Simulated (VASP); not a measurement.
Input of a VASP 6.6.1 run:

File INCAR:

```
SYSTEM = AlRu5
PREC = Accurate
ENCUT = 520
EDIFF = 1E-7
ISMEAR = 0
SIGMA = 0.1
LREAL = .False.
LASPH = .True.
NELM = 80
ALGO = Fast
ISIF = 2
LWAVE = .False.
LCHARG = .False.
GGA = PE
NBANDS = 46
```

Contents of KPOINTS:

```
regular mesh
0
Gamma
  12 12 4
  0 0 0
```

POSCAR

```
AlRu5
1.0
    2.7503162058      0.0000000000      0.0000000000
   -1.3751581029      2.3818437026      0.0000000000
    0.0000000000      0.0000000000     12.6731693901
Al Ru
1 5
Direct
    0.0000000000      0.0000000000      0.0000000000
    0.3333333333      0.6666666667      0.1650097911
    0.0000000000      0.0000000000      0.3322577673
    0.3333333333      0.6666666667      0.5000000000
    0.3333333333      0.6666666667      0.8349902089
    0.0000000000      0.0000000000      0.6677422327
```

Potentials or basis: VASP PAW PBE potentials, release 64 (Al, Ru_pv).

Launch:

```console
$ cat potpaw_PBE.64/Al/POTCAR potpaw_PBE.64/Ru_pv/POTCAR > POTCAR
$ mpirun -np 1 vasp_std > vasp.out
```

Task: What does it give for the largest force?

Result: 0.006 eV/Å.

Task: Predict the pressure.

Result: -0.1 GPa.

Task: Predict the band gap on the k mesh.

Result: Zero (an odd number of electrons rules out a gap without spin polarisation).

Forces in eV/Å, atoms in the order of the input:
```
Al   0.000  0.000  0.000
Ru   0.000  0.000  0.006
Ru   0.000  0.000 -0.004
Ru   0.000  0.000  0.000
Ru   0.000  0.000 -0.006
Ru   0.000  0.000  0.004
```
